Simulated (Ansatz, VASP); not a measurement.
GaSb in VASP and in Ansatz

POSCAR

```
GaSb
1.0
   -2.7534340000      2.7534340000      1.5907070000
    2.7534340000     -2.7534340000      1.5907070000
    2.7534340000      2.7534340000     -1.5907070000
Sb Ga
1 1
Direct
    0.0000000000      0.0000000000      0.0000000000
    0.7500000000      0.2500000000      0.5000000000
```

File INCAR.step1:

```
  PREC = Accurate
  ENCUT = 520
  EDIFF = 1E-5
  ISMEAR = -1
  SIGMA = 0.05
  LREAL = F
  LASPH = T
  NELM = 60
  ALGO = Normal
  ISIF = 2
  LWAVE = T
  LCHARG = F
  NBANDS = 16
  GGA = PE
```

The input INCAR.step2:

```
  PREC = Accurate
  ENCUT = 520
  EDIFF = 1E-7
  ISMEAR = -1
  SIGMA = 0.05
  LREAL = F
  LASPH = T
  NELM = 60
  ALGO = Normal
  ISIF = 2
  LWAVE = F
  LCHARG = F
  METAGGA = R2SCAN
  LHFCALC = T
  AEXX = 0.1
  LMIXTAU = T
  PRECFOCK = Normal
  NBANDS = 16
  ISTART = 1
```

File KPOINTS:

```
regular mesh
0
Gamma
  5 5 5
```

Contents of input.yaml:

```yaml
crystal:
  lattice:
    - [-2.753434, 2.753434, 1.590707]
    - [2.753434, -2.753434, 1.590707]
    - [2.753434, 2.753434, -1.590707]
  atoms:
    - { symbol: Sb, position: [0.0, 0.0, 0.0] }
    - { symbol: Ga, position: [0.75, 0.25, 0.5] }
hamiltonian:
  xc: r2scanh
  pseudopotentials: { kind: paw }
kpoints:
  mp_grid: { grid: [5, 5, 5] }
scf:
  occupations: { method: fermi_dirac, width: 0.05 }
output:
  forces: true
  stress: true
  eigenvalues: true
  write_density: true
  write_potential: true
  elf: true
  volumetric_format: npy
```

Alike in both runs: task single point; functional r2SCANh; k mesh 5 × 5 × 5; occupations fermi-dirac, width 0.05 eV; no spin polarisation.

|  | VASP | Ansatz |
| --- | --- | --- |
| version | VASP 6.6.1 | Ansatz 0.2.0 |
| potentials or method | VASP PAW PBE potentials, release 64 (Sb, Ga_d) | Ansatz PAW |
| plane-wave cutoff (eV) | 520 | 500 |
| valence electrons in the cell | 18 | 28 |

Ansatz gave:

```
gap on the k mesh at the Fermi level (eV)                     : none
pressure (GPa)                                                : -1.7
traceless stress, the component that is largest in VASP (GPa) : 0.64
```

Question: What did VASP give for the same quantities?

Answer: gap on the k mesh at the Fermi level (eV): none; pressure (GPa): -1.8; traceless stress, the component that is largest in VASP (GPa): 0.55.

VASP's potentials were made for PBE, not for r2SCANh. A gap of «none» marks a metal or a gap that the smearing closes. VASP's potentials hold 18 valence electrons a cell and Ansatz's 28, so a difference there can come from the potentials and not from the codes.

The k mesh is coarse, so the values compare programs but aren't converged. Spin-orbit coupling is off throughout.
